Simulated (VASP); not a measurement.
# Si2Mo (I4/mmm) in VASP: electric field gradients with PBEsol

Aim: the electric field gradients of Si2Mo with PBEsol.

Everything below comes from runs of VASP 6.6.1. Logs are shortened: lines on timing, memory, paths and dates and some standing lists are left out, and cuts for length are marked.

## (1) The cell of the first run

It takes space group I4/mmm (No. 139, tetragonal). Conventional cell: a = 3.200 Å, b = 3.200 Å, c = 8.018 Å, α = 90.00°, β = 90.00°, γ = 90.00°. Within 3.5 Å of Si (site symmetry 4mm) lie 9 Si at 2.63 to 3.20 Å and 5 Mo at 2.63 to 2.67 Å. Mo (site symmetry 4/mmm) has 10 Si at 2.63 to 2.67 Å and 4 Mo at 3.20 Å within 3.5 Å.

## (2) Electric field gradients, PBEsol (zz strain of +2 %)

File INCAR:

```
  ALGO = Normal
  EDIFF = 1E-8
  ENCUT = 520
  GGA = PS
  ISIF = 2
  ISMEAR = -1
  LASPH = True
  LCHARG = False
  LEFG = True
  LREAL = False
  LWAVE = False
  NBANDS = 18
  NELM = 80
  PREC = Accurate
  SIGMA = 0.08
```

File KPOINTS:

```
k-points
0
Gamma
  16 16 16
```

File POSCAR:

```
Si2Mo
1.0
   -1.6000000000      1.6000000000      4.0091100000
    1.6000000000     -1.6000000000      4.0091100000
    1.6000000000      1.6000000000     -4.0091100000
Si Mo
2 1
Direct
    0.3330000000      0.3330000000      0.0000000000
    0.6670000000      0.6670000000      0.0000000000
    0.0000000000      0.0000000000      0.0000000000
```

Potentials or basis: VASP PAW PBE potentials, release 64 (Si, Mo_sv).

Command:

```sh
$ cat potpaw_PBE.64/Si/POTCAR potpaw_PBE.64/Mo_sv/POTCAR > POTCAR
$ mpirun -np 1 vasp_std > vasp.out
```

OUTCAR:

```text
EDIFF = 1E-8
   ENCUT = 520
   GGA = PS
   ISIF = 2
   ISMEAR = -1
   LASPH = True
   LREAL = False
   NELM = 80
   PREC = Accurate

 ion  position               nearest neighbor table
   1  0.333  0.333  0.000-   2 2.63   2 2.63   2 2.63   2 2.63   3 2.63   3 2.63   3 2.63   3 2.63
                             3 2.67   2 2.68
   2  0.667  0.667  0.000-   1 2.63   1 2.63   1 2.63   1 2.63   3 2.63   3 2.63   3 2.63   3 2.63
                             3 2.67   1 2.68
   3  0.000  0.000  0.000-   2 2.63   2 2.63   2 2.63   1 2.63   2 2.63   1 2.63   1 2.63   1 2.63
                             1 2.67   2 2.67

  LATTYP: Found a body centered tetragonal cell.
 ALAT       =     3.2000000000
 C/A-ratio  =     2.5056937500

  Lattice vectors:

 A1 = (  -1.6000000000,   1.6000000000,   4.0091100000)
 A2 = (   1.6000000000,  -1.6000000000,   4.0091100000)
 A3 = (   1.6000000000,   1.6000000000,  -4.0091100000)

Analysis of symmetry for initial positions (statically):
=====================================================================
 Subroutine PRICEL returns:
 Original cell was already a primitive cell.

 Routine SETGRP: Setting up the symmetry group for a
 body centered tetragonal supercell.

 Subroutine GETGRP returns: Found 16 space group operations
 (whereof 16 operations were pure point group operations)
 out of a pool of 16 trial point group operations.

The static configuration has the point symmetry D_4h.

Analysis of symmetry for dynamics (positions and initial velocities):
=====================================================================
 Subroutine PRICEL returns:
 Original cell was already a primitive cell.

 Routine SETGRP: Setting up the symmetry group for a
 body centered tetragonal supercell.

 Subroutine GETGRP returns: Found 16 space group operations
 (whereof 16 operations were pure point group operations)
 out of a pool of 16 trial point group operations.

The dynamic configuration has the point symmetry D_4h.

 Subroutine INISYM returns: Found 16 space group operations
 (whereof 16 operations are pure point group operations),
 and found     1 'primitive' translations

----------------------------------------------------------------------------------------

                                     Primitive cell

  volume of cell :      41.0533

  direct lattice vectors                    reciprocal lattice vectors
    -1.600000000  1.600000000  4.009110000     0.000000000  0.312500000  0.124715959
     1.600000000 -1.600000000  4.009110000     0.312500000  0.000000000  0.124715959
     1.600000000  1.600000000 -4.009110000     0.312500000  0.312500000  0.000000000

  length of vectors
     4.603581540  4.603581540  4.603581540     0.336467414  0.336467414  0.441941738

  position of ions in fractional coordinates (direct lattice)
     0.333000000  0.333000000  0.000000000
     0.667000000  0.667000000  0.000000000
     0.000000000  0.000000000  0.000000000

  ion indices of the primitive-cell ions
   primitive index   ion index
                 1           1
                 2           2
                 3           3

----------------------------------------------------------------------------------------

 KPOINTS: k-points

Automatic generation of k-mesh.
 Grid dimensions read from file:
 generate k-points for:   16   16   16

 Generating k-lattice:

  Cartesian coordinates                     Fractional coordinates (reciprocal lattice)
     0.000000000  0.019531250  0.007794747     0.062500000  0.000000000 -0.000000000
     0.019531250  0.000000000  0.007794747     0.000000000  0.062500000 -0.000000000
     0.019531250  0.019531250  0.000000000     0.000000000  0.000000000  0.062500000

  Length of vectors
     0.021029213  0.021029213  0.027621359

  Shift w.r.t. Gamma in fractional coordinates (k-lattice)
     0.000000000  0.000000000  0.000000000

[... 34 lines left out ...]
   total plane-waves  NPLWV =  46656
   dimension x,y,z NGX =    36 NGY =   36 NGZ =   36
   dimension x,y,z NGXF=    72 NGYF=   72 NGZF=   72
   ions per type =               2   1
   NGX,Y,Z   is equivalent  to a cutoff of  13.00, 13.00, 13.00 a.u.
   NGXF,Y,Z  is equivalent  to a cutoff of  26.00, 26.00, 26.00 a.u.
 SYSTEM =  unknown system
   PREC   = accura    normal or accurate (medium, high low for compatibility)
   ISTART =      0    job   : 0-new  1-cont  2-samecut
   ICHARG =      2    charge: 1-file 2-atom 10-const
   ISPIN  =      1    spin polarized calculation?
   LNONCOLLINEAR =      F non collinear calculations
   LSORBIT =      F    spin-orbit coupling
   LASPH  =      T    aspherical Exc in radial PAW
   ENCUT  =  520.0 eV  38.22 Ry    6.18 a.u.   8.56  8.56  8.56*2*pi/ulx,y,z
   NELM   =     80;   NELMIN=  2; NELMDL= -5     # of ELM steps
   EDIFF  = 0.1E-07   stopping-criterion for ELM
   LREAL  =      F    real-space projection
   EDIFFG = 0.1E-06   stopping-criterion for IOM
   NSW    =      0    number of steps for IOM
   IBRION =     -1    ionic relax: 0-MD 1-quasi-New 2-CG
   NFREE  =      0    steps in history (QN), initial steepest desc. (CG)
   ISIF   =      2    stress and relaxation
   ISYM   =      2    0-nonsym 1-usesym 2-fastsym
   POTIM  = 0.5000    time-step for ionic-motion
   TEBEG  =    0.0;   TEEND  =   0.0 temperature during run
   PSTRESS=    0.0 pullay stress
   NELECT =      22.0000    total number of electrons
   NUPDOWN=      -1.0000    fix difference up-down
   EMIN   =  10.00;   EMAX   =-10.00  energy-range for DOS
   EFERMI =   0.00;   METHOD = LEGACY
   ISMEAR =    -1;   SIGMA  =   0.08  broadening in eV -4-tet -1-fermi 0-gaus
   EFERMI_NEDOS =   21; number of points for ismear=-14 and -15
   IALGO  =     38    algorithm
   IMIX   =      4    mixing-type and parameters
     AMIX     =   0.40;   BMIX     =  1.00
     AMIX_MAG =   1.60;   BMIX_MAG =  1.00
  volume/ion in A,a.u.               =      13.68        92.35
  Fermi-wavevector in a.u.,A,eV,Ry     =   1.329739  2.512842 24.057901  1.768206
  Thomas-Fermi vector in A             =   2.458879
   LORBIT       =      0    0 simple, 1 ext, 2 COOP (PROOUT), +10 PAW based schemes
   GGA     = PS    functional components
   LHFCALC =     F    Hartree Fock is set to
   AEXX    =    0.0000 exact exchange contribution
   IVDW    =     0    specifies the selected vdW correction
   LEPSILON=     F    determine dielectric tensor
   LRPA    =     F    only Hartree local field effects (RPA)
 non-spin polarized calculation
  energy-cutoff  :      520.00
  volume of cell :       41.05
 maximum number of plane-waves:      1126
 NGX is ok and might be reduce to    36
   NGX = 17   NGY = 17   NGZ = 17

 number of electron      22.0000001 magnetization

 Free energy of the ion-electron system (eV)
  ---------------------------------------------------
  ext. energy  EPLUGINS =         0.00000000
  ---------------------------------------------------
  free energy    TOTEN  =       -25.03398559 eV

  energy without entropy =      -25.02651719  energy(sigma->0) =      -25.03025139

 E-fermi :  11.9226     XC(G=0): -12.4194

 val. band max:       11.9214728083   @ k =  -0.4375  -0.4375   0.4375
 cond. band min:      11.9541522340   @ k =  -0.3125  -0.3125   0.2500
 fundamental gap:      0.0326794257
 Fermi energy:        11.9225930098

 k-point     1 :       0.0000    0.0000    0.0000
  band No.  band energies     occupation
      1     -48.7638      2.00000
      2     -22.9574      2.00000
      3     -22.8393      2.00000
      4     -22.8393      2.00000
      5      -1.4210      2.00000
      6       5.6372      2.00000
[... 481 lines left out ...]
      5      -1.3004      2.00000
      6       5.7482      2.00000
[... 10 lines left out ...]
     17      17.0544      0.00000
     18      17.3611      0.00000

 [... further k-points ...]

------------------------ aborting loop because EDIFF is reached ----------------------------------------

  FORCE on cell =-STRESS in cart. coord.  units (eV):
  Direction    XX          YY          ZZ          XY          YZ          ZX
  --------------------------------------------------------------------------------------
  -------------------------------------------------------------------------------------
  Total       -0.9520109     -0.9520109     -3.1891170      0.0000000      0.0000000     -0.0000000
  in kB      -37.1539142    -37.1539142   -124.4609465      0.0000000      0.0000000     -0.0000000
  external PRESSURE =     -66.2562583 kB  Pullay stress =       0.0000000 kB

 VOLUME and BASIS-vectors are now :
 -----------------------------------------------------------------------------
  energy-cutoff  :      520.00
  volume of cell :       41.05
      direct lattice vectors                 reciprocal lattice vectors
    -1.600000000  1.600000000  4.009110000     0.000000000  0.312500000  0.124715959
     1.600000000 -1.600000000  4.009110000     0.312500000  0.000000000  0.124715959
     1.600000000  1.600000000 -4.009110000     0.312500000  0.312500000  0.000000000

 POSITION                                       TOTAL-FORCE (eV/Angst)
 -----------------------------------------------------------------------------------
      0.00000      0.00000      2.67007         0.000000      0.000000      0.363701
      0.00000      0.00000      5.34815        -0.000000     -0.000000     -0.363701
      0.00000      0.00000      0.00000        -0.000000     -0.000000     -0.000000
 -----------------------------------------------------------------------------------
    total drift:                                0.000000      0.000000     -0.000000

  FREE ENERGIE OF THE ION-ELECTRON SYSTEM (eV)
  ---------------------------------------------------
  free  energy   TOTEN  =       -25.0339855890 eV

  energy  without entropy=      -25.0265171880  energy(sigma->0) =      -25.03025139

 Electric field gradients (V/A^2)
---------------------------------------------------------------------
 ion       V_xx      V_yy      V_zz      V_xy      V_xz      V_yz
---------------------------------------------------------------------
   1       4.005     4.005    -8.009    -0.000    -0.000    -0.000
   2       4.005     4.005    -8.009    -0.000    -0.000    -0.000
   3      17.313    17.313   -34.626     0.000    -0.000    -0.000
---------------------------------------------------------------------

 Electric field gradients after diagonalization (V/A^2)
 (convention: |V_zz| > |V_xx| > |V_yy|)
----------------------------------------------------------------------
 ion       V_xx      V_yy      V_zz     asymmetry (V_yy - V_xx)/ V_zz
----------------------------------------------------------------------
   1       4.005     4.005    -8.009       0.000
   2       4.005     4.005    -8.009       0.000
   3      17.313    17.313   -34.626       0.000
----------------------------------------------------------------------

           NMR quadrupolar parameters

 Cq : quadrupolar parameter    Cq=e*Q*V_zz/h
 eta: asymmetry parameters     (V_yy - V_xx)/ V_zz
 Q  : nuclear electric quadrupole moment in mb (millibarn)
----------------------------------------------------------------------
 ion       Cq(MHz)       eta       Q (mb)
----------------------------------------------------------------------
   1      -0.019       0.000       1.000
   2      -0.019       0.000       1.000
   3      -0.084       0.000       1.000
----------------------------------------------------------------------
```

It took 5.5 min on 1 thread of Oxide Virtual Turin-like, shared host; peak memory 0.35 GiB.

Results:

```
Free energy                             : -25.0340 eV
Pressure                                : -6.6 GPa
Largest force                           : 0.364 eV/Å
Band gap on the k mesh                  : zero (bands 11 and 12 overlap by 0.98 eV)
Largest electric field gradient by atom : Si -8.0; Mo -34.6 V/Å²
```

Forces in eV/Å, atoms in the order of the input:
```
Si   0.000  0.000  0.364
Si   0.000  0.000 -0.364
Mo   0.000  0.000  0.000
```

Levels at points of the mesh, in eV from the Fermi level:
```csv
k point,band 9,band 10,band 11,band 12,band 13,band 14
"(0.00, 0.00, 0.00)",-2.54,-2.54,0.48,3.05,3.14,3.70
"(0.50, 0.00, 0.00)",-2.62,-2.38,-0.46,2.23,3.08,3.77
"(0.50, 0.50, 0.00)",-4.42,-3.13,-1.14,2.31,2.57,2.73
"(0.50, 0.50, 0.50)",-0.61,-0.61,-0.41,-0.41,0.60,4.18
```

Electric field gradients, principal values (V/Å²):
| atom | least | middle | greatest (by size) |
| --- | --- | --- | --- |
| 1 Si | 4.005 | 4.005 | -8.009 |
| 2 Si | 4.005 | 4.005 | -8.009 |
| 3 Mo | 17.313 | 17.313 | -34.626 |

Caveat: the cell differs from its parent crystal (zz strain of +2 %); the stress differs along the axes, from -12 to -4 GPa; without QUAD_EFG the Cq values of the log hold for a quadrupole moment of 1 mb, not for the nuclei; the PAW data sets were made with another functional, which shifts forces and pressure a little.

The gap in the log of VASP goes by the Fermi energy; the results here count the filled bands.